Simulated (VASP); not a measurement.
H: single point with LDA

The system is H.

```
CELL_PARAMETERS angstrom
1.77583 -2.94262 0.00000
1.77583 2.94262 0.00000
0.00000 0.00000 5.44104
ATOMIC_POSITIONS crystal
H 0.56781 0.43219 0.99951
H 0.43219 0.56781 0.00049
H 0.43219 0.56781 0.49951
H 0.56781 0.43219 0.50049
```

This cell differs from its parent crystal: ratio of the length along z to the lengths across it x 0.8, volume and fractional coordinates fixed.

```yaml
Program: VASP 6.6.1
Task: single point
Functional: LDA
Potentials_or_basis: VASP PAW LDA potentials, release 64 (H)
Cutoff: 520 eV
k_mesh: 10 × 10 × 4
Occupations: gaussian, width 0.05 eV
Spin: no spin polarisation
```

```
Pressure               : -1.7 GPa
Largest force          : 0.872 eV/Å
Band gap on the k mesh : 6.62 eV
```

Forces in eV/Å, atoms in the order of the input:
```
H    0.000  0.872  0.005
H    0.000 -0.872 -0.005
H    0.000 -0.872  0.005
H    0.000  0.872 -0.005
```

Stress tensor (GPa, compression positive):
```
-0.60  0.00  0.00
 0.00 -4.78  0.00
 0.00  0.00  0.33
```

Levels at points of the mesh, in eV from the valence-band top:
```
           k point  band 1  band 2  band 3  band 4  band 5  band 6
(0.00, 0.00, 0.00)   -2.39   -0.84    8.91   11.39   13.71   15.55
(0.50, 0.00, 0.00)   -1.45   -0.20    7.54   11.12   11.94   13.20
(0.50, 0.50, 0.00)   -1.21    0.00    6.62    9.82   12.43   13.61
(0.00, 0.00, 0.50)   -1.71   -1.71   10.69   10.69   14.48   14.48
(0.50, 0.00, 0.50)   -0.88   -0.88    8.71    8.71   13.85   13.85
(0.50, 0.50, 0.50)   -0.66   -0.66    7.73    7.73   13.87   13.87
```

Run time: 64 s on 1 thread of Intel Xeon 6975P-C, on a shared host, peak memory 0.16 GiB.

 A k mesh can miss the band edges.
